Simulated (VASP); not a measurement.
Write the native input for VASP 6.6.1 that does the following.

* Task: single point
* Functional: PBE
* Potentials or basis: VASP PAW PBE potentials, release 64 (Li_sv, F)
* Cutoff: 520 eV
* k mesh: 8 × 8 × 8
* Occupations: fermi-dirac, width 0.1 eV
* Spin: no spin polarisation
* Dipole correction: no
* Further INCAR settings: ALGO = Normal; EDIFF = 1e-06; NBANDS = 12

The structure of LiF (rock salt type) lies in POSCAR:

```
LiF
1.0
    0.0000000000      2.0350000000      2.0350000000
    2.0350000000      0.0000000000      2.0350000000
    2.0350000000      2.0350000000      0.0000000000
Li F
1 1
Direct
    0.0000000000      0.0000000000      0.0000000000
    0.5000000000      0.5000000000      0.5000000000
```

The input as run:

INCAR

```
PREC     = Accurate       # precision mode
ENCUT    = 520            # plane-wave cutoff, eV
EDIFF    = 1E-6           # SCF threshold, eV
ISMEAR   = -1             # smearing method
SIGMA    = 0.1            # smearing width, eV
LREAL    = False          # projectors in reciprocal space
LASPH    = True           # aspherical terms in the spheres
NELM     = 60             # most SCF steps
ALGO     = Normal         # electronic algorithm
ISIF     = 2              # what is computed and relaxed
LWAVE    = False          # write WAVECAR
LCHARG   = False          # write CHGCAR
GGA      = PE             # functional
NBANDS   = 12             # bands
```

KPOINTS

```
Automatic mesh
0
Gamma
  8 8 8
```

Potentials or basis: VASP PAW PBE potentials, release 64 (Li_sv, F).

Launch:

```sh
$ cat potpaw_PBE.64/Li_sv/POTCAR potpaw_PBE.64/F/POTCAR > POTCAR
$ mpirun -np 1 vasp_std > vasp.out
```

It gave:

The band gap on the k mesh is 8.82 eV, direct.

Run time: 6.7 s on 1 thread of Intel(R) Xeon(R) Platinum 8259CL CPU @ 2.50GHz (Skylake/Cascade Lake), on a shared host, peak memory 0.13 GiB.
